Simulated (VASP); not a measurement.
# Al (P6_3/mmc) in VASP: notebook, part 2 of 2

VASP 6.6.1. Earlier steps stand in the parts before.

## 3. Relaxation of shape and atoms at fixed volume, PBEsol (16.80 Å³/atom)

This run uses another cell than the first one, of 16.80 Å³/atom.

INCAR reads:

```
SYSTEM = Al
  PREC = Accurate
  ENCUT = 600
  EDIFF = 1E-6
  ISMEAR = 0
  SIGMA = 0.1
  LREAL = .FALSE.
  LASPH = .TRUE.
  NELM = 100
  ALGO = Normal
  ISIF = 4
  LWAVE = .FALSE.
  LCHARG = .FALSE.
  GGA = PS
  IBRION = 2
  NSW = 50
  EDIFFG = -0.01
```

KPOINTS reads:

```
Automatic mesh
0
G
  18 18 10
  0 0 0
```

POSCAR reads:

```
Al
1.0
    2.8782903948      0.0000000000      0.0000000000
   -1.4391451974      2.4926726014      0.0000000000
    0.0000000000      0.0000000000      4.6832335216
Al
2
Direct
    0.6666666667      0.3333333333      0.7500000000
    0.3333333333      0.6666666667      0.2500000000
```

Potentials or basis: VASP PAW PBE potentials, release 64 (Al).

Launch:

```console
cat potpaw_PBE.64/Al/POTCAR > POTCAR
mpirun -np 1 vasp_std > vasp.out
```

OUTCAR:

```text
SYSTEM = Al
   PREC = Accurate
   ENCUT = 600
   EDIFF = 1E-6
   ISMEAR = 0
   LREAL = .FALSE.
   LASPH = .TRUE.
   NELM = 100
   ISIF = 4
   GGA = PS
   IBRION = 2
   NSW = 50
   EDIFFG = -0.01

 ion  position               nearest neighbor table
   1  0.667  0.333  0.750-   2 2.87   2 2.87   2 2.87   2 2.87   2 2.87   2 2.87
   2  0.333  0.667  0.250-   1 2.87   1 2.87   1 2.87   1 2.87   1 2.87   1 2.87

  LATTYP: Found a hexagonal cell.
 ALAT       =     2.8782903948
 C/A-ratio  =     1.6270886114

  Lattice vectors:

 A1 = (   2.8782903948,   0.0000000000,   0.0000000000)
 A2 = (  -1.4391451974,   2.4926726014,   0.0000000000)
 A3 = (   0.0000000000,   0.0000000000,   4.6832335216)

Analysis of symmetry for initial positions (statically):
=====================================================================
 Subroutine PRICEL returns:
 Original cell was already a primitive cell.

 Routine SETGRP: Setting up the symmetry group for a
 hexagonal supercell.

 Subroutine GETGRP returns: Found 24 space group operations
 (whereof 12 operations were pure point group operations)
 out of a pool of 24 trial point group operations.

The static configuration has the point symmetry D_3d.
 The point group associated with its full space group is D_6h.

Analysis of symmetry for dynamics (positions and initial velocities):
=====================================================================
 Subroutine PRICEL returns:
 Original cell was already a primitive cell.

 Routine SETGRP: Setting up the symmetry group for a
 hexagonal supercell.

 Subroutine GETGRP returns: Found 24 space group operations
 (whereof 12 operations were pure point group operations)
 out of a pool of 24 trial point group operations.

The dynamic configuration has the point symmetry D_3d.
 The point group associated with its full space group is D_6h.

 Subroutine INISYM returns: Found 24 space group operations
 (whereof 12 operations are pure point group operations),
 and found     1 'primitive' translations

----------------------------------------------------------------------------------------

                                     Primitive cell

  volume of cell :      33.6005

  direct lattice vectors                    reciprocal lattice vectors
     2.878290395  0.000000000  0.000000000     0.347428460  0.200587915  0.000000000
    -1.439145197  2.492672601  0.000000000     0.000000000  0.401175830  0.000000000
     0.000000000  0.000000000  4.683233522     0.000000000  0.000000000  0.213527682

  length of vectors
     2.878290395  2.878290395  4.683233522     0.401175830  0.401175830  0.213527682

  position of ions in fractional coordinates (direct lattice)
     0.666666667  0.333333333  0.750000000
     0.333333333  0.666666667  0.250000000

  ion indices of the primitive-cell ions
   primitive index   ion index
                 1           1
                 2           2

----------------------------------------------------------------------------------------

 KPOINTS: Automatic mesh

[... 23 lines left out ...]
            Coordinates               Weight
  0.000000  0.000000  0.000000      1.000000
  0.055556  0.000000  0.000000      6.000000
  0.111111  0.000000  0.000000      6.000000
  0.166667  0.000000  0.000000      6.000000
  0.222222  0.000000  0.000000      6.000000
  0.277778  0.000000  0.000000      6.000000
[... 16 lines left out ...]
  0.333333  0.111111  0.000000     12.000000
  0.388889  0.111111  0.000000     12.000000
 [... further k-points ...]
   k-points           NKPTS =    222   k-points in BZ     NKDIM =    222   number of bands    NBANDS=      7
   number of dos      NEDOS =    301   number of ions     NIONS =      2
   total plane-waves  NPLWV =  23040
   dimension x,y,z NGX =    24 NGY =   24 NGZ =   40
   dimension x,y,z NGXF=    48 NGYF=   48 NGZF=   80
   ions per type =               2
   NGX,Y,Z   is equivalent  to a cutoff of  13.86, 13.86, 14.20 a.u.
   NGXF,Y,Z  is equivalent  to a cutoff of  27.72, 27.72, 28.40 a.u.
 SYSTEM =  Al
   PREC   = accura    normal or accurate (medium, high low for compatibility)
   ISTART =      0    job   : 0-new  1-cont  2-samecut
   ICHARG =      2    charge: 1-file 2-atom 10-const
   ISPIN  =      1    spin polarized calculation?
   LNONCOLLINEAR =      F non collinear calculations
   LSORBIT =      F    spin-orbit coupling
   LASPH  =      T    aspherical Exc in radial PAW
   ENCUT  =  600.0 eV  44.10 Ry    6.64 a.u.   5.75  5.75  9.35*2*pi/ulx,y,z
   NELM   =    100;   NELMIN=  2; NELMDL= -5     # of ELM steps
   EDIFF  = 0.1E-05   stopping-criterion for ELM
   LREAL  =      F    real-space projection
   EDIFFG = -.1E-01   stopping-criterion for IOM
   NSW    =     50    number of steps for IOM
   IBRION =      2    ionic relax: 0-MD 1-quasi-New 2-CG
   NFREE  =      1    steps in history (QN), initial steepest desc. (CG)
   ISIF   =      4    stress and relaxation
   ISYM   =      2    0-nonsym 1-usesym 2-fastsym
   POTIM  = 0.5000    time-step for ionic-motion
   TEBEG  =    0.0;   TEEND  =   0.0 temperature during run
   PSTRESS=    0.0 pullay stress
   NELECT =       6.0000    total number of electrons
   NUPDOWN=      -1.0000    fix difference up-down
   EMIN   =  10.00;   EMAX   =-10.00  energy-range for DOS
   EFERMI =   0.00;   METHOD = LEGACY
   ISMEAR =     0;   SIGMA  =   0.10  broadening in eV -4-tet -1-fermi 0-gaus
   EFERMI_NEDOS =   21; number of points for ismear=-14 and -15
   IALGO  =     38    algorithm
   IMIX   =      4    mixing-type and parameters
     AMIX     =   0.40;   BMIX     =  1.00
     AMIX_MAG =   1.60;   BMIX_MAG =  1.00
  volume/ion in A,a.u.               =      16.80       113.37
  Fermi-wavevector in a.u.,A,eV,Ry     =   0.921885  1.742110 11.563207  0.849872
  Thomas-Fermi vector in A             =   2.047351
   LORBIT       =      0    0 simple, 1 ext, 2 COOP (PROOUT), +10 PAW based schemes
   GGA     = PS    functional components
   LHFCALC =     F    Hartree Fock is set to
   AEXX    =    0.0000 exact exchange contribution
   IVDW    =     0    specifies the selected vdW correction
   LEPSILON=     F    determine dielectric tensor
   LRPA    =     F    only Hartree local field effects (RPA)
 conjugate gradient relaxation of ions
 non-spin polarized calculation
 Gauss-broadening in eV      SIGMA  =   0.10
  energy-cutoff  :      600.00
  volume of cell :       33.60
 maximum number of plane-waves:      1136
 NGX is ok and might be reduce to    24
   NGX = 11   NGY = 11   NGZ = 19

 number of electron       6.0000000 magnetization

 Free energy of the ion-electron system (eV)
  ---------------------------------------------------
  ext. energy  EPLUGINS =         0.00000000
  ---------------------------------------------------
  free energy    TOTEN  =        -8.11001028 eV

  energy without entropy =       -8.10451408  energy(sigma->0) =       -8.10726218

 E-fermi :   7.7661     XC(G=0): -10.1925

 val. band max:        7.7651254760   @ k =   0.3889   0.1667   0.2000
 cond. band min:       7.7700904103   @ k =   0.2778   0.1111   0.3000
 fundamental gap:      0.0049649343
 Fermi energy:         7.7660826344

 k-point     1 :       0.0000    0.0000    0.0000
  band No.  band energies     occupation
      1      -3.2450      2.00000
      2       3.2629      2.00000
      3       3.4514      2.00000
      4      18.1059      0.00000
      5      18.1059      0.00000
      6      18.5757      0.00000
      7      18.5757      0.00000
[... 221 lines left out ...]
 k-point    24 :       0.3889    0.1111    0.0000
  band No.  band energies     occupation
      1       1.5906      2.00000
      2       4.1133      2.00000
      3       7.7832      0.80833
      4       8.1889      0.00000
      5      10.0280      0.00000
      6      10.4048      0.00000
      7      11.3681      0.00000

 [... further k-points ...]

------------------------ aborting loop because EDIFF is reached ----------------------------------------

  FORCE on cell =-STRESS in cart. coord.  units (eV):
  Direction    XX          YY          ZZ          XY          YZ          ZX
  --------------------------------------------------------------------------------------
  -------------------------------------------------------------------------------------
  Total       -0.4437132     -0.4437132     -0.4402775      0.0000000      0.0000000      0.0000000
  in kB      -21.1576425    -21.1576425    -20.9938164      0.0000000      0.0000000      0.0000000
  external PRESSURE =     -21.1030338 kB  Pullay stress =       0.0000000 kB

 VOLUME and BASIS-vectors are now :
 -----------------------------------------------------------------------------
  energy-cutoff  :      600.00
  volume of cell :       33.60
      direct lattice vectors                 reciprocal lattice vectors
     2.878290395  0.000000000  0.000000000     0.347428460  0.200587915  0.000000000
    -1.439145197  2.492672601  0.000000000     0.000000000  0.401175830  0.000000000
     0.000000000  0.000000000  4.683233522     0.000000000  0.000000000  0.213527682

 POSITION                                       TOTAL-FORCE (eV/Angst)
 -----------------------------------------------------------------------------------
      1.43915      0.83089      3.51243        -0.000000      0.000000      0.000000
     -0.00000      1.66178      1.17081         0.000000     -0.000000      0.000000
 -----------------------------------------------------------------------------------
    total drift:                                0.000000     -0.000000     -0.000000

  FREE ENERGIE OF THE ION-ELECTRON SYSTEM (eV)
  ---------------------------------------------------
  free  energy   TOTEN  =        -8.1100102804 eV

  energy  without entropy=       -8.1045140801  energy(sigma->0) =       -8.10726218

 reached required accuracy - stopping structural energy minimisation
```

OSZICAR:

```text
N       E                     dE             d eps       ncg     rms          rms(c)
DAV:   1     0.212074331654E+00    0.21207E+00   -0.25924E+03  3108   0.761E+02
DAV:   2    -0.807377582620E+01   -0.82859E+01   -0.79105E+01  4172   0.538E+01
DAV:   3    -0.816826387657E+01   -0.94488E-01   -0.90725E-01  4494   0.695E+00
DAV:   4    -0.816879069840E+01   -0.52682E-03   -0.52443E-03  4466   0.407E-01
DAV:   5    -0.816879271339E+01   -0.20150E-05   -0.20136E-05  4543   0.204E-02    0.189E+00
DAV:   6    -0.813347860538E+01    0.35314E-01   -0.50961E-03  3787   0.473E-01    0.107E+00
DAV:   7    -0.811015360402E+01    0.23325E-01   -0.12786E-02  3843   0.724E-01    0.193E-01
DAV:   8    -0.811001305412E+01    0.14055E-03   -0.12260E-04  4963   0.867E-02    0.194E-02
DAV:   9    -0.811001100332E+01    0.20508E-05   -0.99803E-07  4081   0.758E-03    0.177E-03
DAV:  10    -0.811001028041E+01    0.72291E-06   -0.38031E-08  2660   0.145E-03
   1 F= -.81100103E+01 E0= -.81072622E+01  d E =-.811001E+01
```

It took 22 s on 1 thread of AMD EPYC 9R45 (Zen 5), shared host; peak memory 0.16 GiB.

What came out:

* Free energy: -8.1100 eV
* Pressure after relaxing: -2.1 GPa
* Band gap on the k mesh: zero (bands 3 and 4 overlap by 7.33 eV)

Final structure:
```yaml
crystal:
  lattice:
    - [2.87829, 0.00000, 0.00000]
    - [-1.43915, 2.49267, 0.00000]
    - [0.00000, 0.00000, 4.68323]
  atoms:
    - { symbol: Al, position: [0.66667, 0.33333, 0.75000] }
    - { symbol: Al, position: [0.33333, 0.66667, 0.25000] }
```

Levels at points of the mesh, in eV from the Fermi level:
```tsv
k point	band 1	band 2	band 3	band 4	band 5	band 6	band 7
(0.00, 0.00, 0.00)	-11.01	-4.50	-4.31	10.34	10.34	10.81	10.81
(0.50, 0.00, 0.00)	-5.29	-5.07	0.61	1.13	1.52	1.73	5.46
(0.00, 0.00, 0.50)	-9.33	-9.33	3.46	3.46	11.62	11.62	11.62
(0.50, 0.00, 0.50)	-3.88	-3.88	-3.21	-3.21	6.90	6.90	7.54
```

Caveat: the relaxation stopped at its first step, so nothing moved; the PAW data sets were made with another functional, which shifts forces and pressure a little.

## 4. Relaxation of shape and atoms at fixed volume, PBEsol (17.29 Å³/atom)

This run uses another cell than the first one, of 17.29 Å³/atom.

INCAR reads:

```
ALGO = Normal
EDIFF = 1E-7
EDIFFG = -0.01
ENCUT = 600
GGA = PS
IBRION = 2
ISIF = 4
ISMEAR = 0
LASPH = T
LCHARG = F
LREAL = F
LWAVE = F
NELM = 60
NSW = 50
PREC = Accurate
SIGMA = 0.1
```

KPOINTS reads:

```
k-points
0
Gamma
  18 18 10
```

POSCAR reads:

```
Al
1.0
    2.9059679619      0.0000000000      0.0000000000
   -1.4529839810      2.5166420776      0.0000000000
    0.0000000000      0.0000000000      4.7282673758
Al
2
Direct
    0.6666666667      0.3333333333      0.7500000000
    0.3333333333      0.6666666667      0.2500000000
```

Launch:

```console
cat potpaw_PBE.64/Al/POTCAR > POTCAR
mpirun -np 1 vasp_std > vasp.out
```

Wall time 25 s (1 thread of AMD EPYC 9R45 (Zen 5), shared host); peak memory 0.16 GiB.

Results (log left out):

- Free energy: -8.0913 eV
- Pressure after relaxing: -4.0 GPa
- Band gap on the k mesh: zero (bands 3 and 4 overlap by 7.23 eV)

Final structure:
```
CELL_PARAMETERS angstrom
2.90597 0.00000 0.00000
-1.45298 2.51664 0.00000
0.00000 0.00000 4.72827
ATOMIC_POSITIONS crystal
Al 0.66667 0.33333 0.75000
Al 0.33333 0.66667 0.25000
```

Levels at points of the mesh, in eV from the Fermi level:
```tsv
k point	band 1	band 2	band 3	band 4	band 5	band 6
(0.00, 0.00, 0.00)	-10.81	-4.39	-4.27	10.11	10.11	10.65
(0.50, 0.00, 0.00)	-5.21	-4.96	0.61	1.09	1.56	1.66
(0.00, 0.00, 0.50)	-9.16	-9.16	3.41	3.41	11.42	11.42
(0.50, 0.00, 0.50)	-3.79	-3.79	-3.17	-3.17	6.76	6.76
```

Caveat: the relaxation stopped at its first step, so nothing moved; the PAW data sets were made with another functional, which shifts forces and pressure a little.

## 5. Summary

| cell | gap on the mesh (eV) | pressure (GPa) |
| --- | --- | --- |
| relaxed from a = 2.821, b = 2.821, c = 4.590 Å, angles 90.0, 90.0, 120.0°, 2 atoms | none | 2.6 |
| relaxed from a = 2.878, b = 2.878, c = 4.683 Å, angles 90.0, 90.0, 120.0°, 2 atoms | none | -2.1 |
| relaxed from a = 2.906, b = 2.906, c = 4.728 Å, angles 90.0, 90.0, 120.0°, 2 atoms | none | -4.0 |

Alike in all rows: task relaxation of shape and atoms at fixed volume; level PBEsol; potentials or basis VASP PAW PBE potentials, release 64 (Al); no spin polarisation; k mesh 18 × 18 × 10; cutoff (eV) 600; smearing gaussian 0.1 eV.

Caveats: the relaxation stopped at its first step, so nothing moved; the PAW data sets were made with another functional, which shifts forces and pressure a little.

Total energies depend on the potentials used, so only differences within one code and one set of settings carry meaning.
